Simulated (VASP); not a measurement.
**HfN: single point with PBEsol**

Crystal: HfN.

```
CELL_PARAMETERS angstrom
0.00000 2.36671 2.36671
2.36671 0.00000 2.36671
2.36671 2.36671 0.00000
ATOMIC_POSITIONS crystal
Hf 0.00000 0.00000 0.00000
N 0.75000 0.75000 0.75000
```

```
Program             : VASP 6.6.1
Task                : single point
Functional          : PBEsol
Potentials or basis : VASP PAW PBE potentials, release 64 (Hf_pv, N)
Cutoff              : 520 eV
k mesh              : 11 × 11 × 11
Occupations         : methfessel-paxton, width 0.1 eV
Spin                : no spin polarisation
```

```yaml
Pressure: 19.4 GPa
```

Levels at points of the mesh, in eV from the Fermi level:
| k point | band 4 | band 5 | band 6 | band 7 | band 8 | band 9 | band 10 | band 11 |
| --- | --- | --- | --- | --- | --- | --- | --- | --- |
| (0.00, 0.00, 0.00) | -16.59 | -5.91 | -5.91 | -5.91 | -0.39 | 2.54 | 2.54 | 7.38 |

It took 33 s on 1 thread of Intel Xeon 8259CL (shared host), peak memory 0.17 GiB.

Caveat: the PAW data sets were made with another functional, which shifts forces and pressure a little; spin-orbit coupling is left out, which moves the levels of the heavy elements.
